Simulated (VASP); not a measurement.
## SnO2: single point with PBE

SnO2:

```
Sn O
1.0
     1.61709    0.93363    4.80059
    -1.61709    0.93363    4.80059
     0.00000   -1.86726    4.80059
Sn O
1 2
Direct
  0.50000 0.50000 0.50000
  0.23717 0.23717 0.23717
  0.76283 0.76283 0.76283
```

```
Program             : VASP 6.6.1
Task                : single point
Functional          : PBE
Potentials or basis : VASP PAW PBE potentials, release 64 (Sn_d, O)
Cutoff              : 520 eV
k mesh              : 7 × 7 × 7
Occupations         : gaussian, width 0.01 eV
Spin                : no spin polarisation
```

The pressure is 0.0 GPa. The largest force is 0.083 eV/Å. The band gap on the k mesh is 1.92 eV, indirect (least direct gap 2.03 eV).

Forces on the atoms (eV/Å):
```
Sn   0.000  0.000  0.000
O    0.000  0.000 -0.083
O    0.000  0.000  0.083
```

Stress tensor (GPa, compression positive):
```
 0.24  0.00  0.00
 0.00  0.24  0.00
 0.00  0.00 -0.58
```

Levels at points of the mesh, in eV from the valence-band top:
```csv
k point,band 9,band 10,band 11,band 12,band 13,band 14,band 15,band 16,band 17,band 18
"(0.00, 0.00, 0.00)",-1.26,-1.26,-0.89,-0.89,-0.11,1.92,5.71,11.02,11.02,11.68
```

Wall time 83 s on 1 thread of Intel Xeon 8259CL, on a shared host, peak memory 0.25 GiB.

Caveat: spin-orbit coupling is left out, which moves the levels of the heavy elements. A k mesh can miss the band edges.
